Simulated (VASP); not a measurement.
A run of VASP 6.6.1 is set up as follows.

File INCAR:

```
  ALGO = Normal
  EDIFF = 1E-6
  ENCUT = 500
  GGA = PE
  GGA_COMPAT = F
  ISIF = 2
  ISMEAR = 0
  LASPH = T
  LCHARG = F
  LREAL = F
  LWAVE = F
  NBANDS = 16
  NELM = 120
  PREC = Accurate
  SIGMA = 0.2
```

File KPOINTS:

```
k-points
0
Gamma
  6 6 5
```

The input POSCAR:

```
InAs
1.0
    3.0905300144      0.0000000000      0.0000000000
   -1.5452650072      2.6764775036      0.0000000000
    0.0000000000      0.0000000000      5.6881087096
In As
1 1
Direct
    0.0000000000      0.0000000000      0.5000000000
    0.0000000000      0.0000000000      0.0000000000
```

Potentials or basis: VASP PAW PBE potentials, release 64 (In_d, As).

Run with:

```console
$ cat potpaw_PBE.64/In_d/POTCAR potpaw_PBE.64/As/POTCAR > POTCAR
$ mpirun -np 1 vasp_std > vasp.out
```

Task: Predict the pressure.

Result: 0.0 GPa.

Task: What does it give for the band gap on the k mesh?

Result: Zero (band 9 reaches 10.97 eV, above the bottom of band 10 at 4.97 eV).

Stress tensor (GPa, compression positive):
```
-0.04  0.00  0.00
 0.00 -0.04  0.00
 0.00  0.00  0.11
```

Caveat: the k points lie up to 0.39 Å⁻¹ apart; spin-orbit coupling is left out, which moves the levels of the heavy elements.
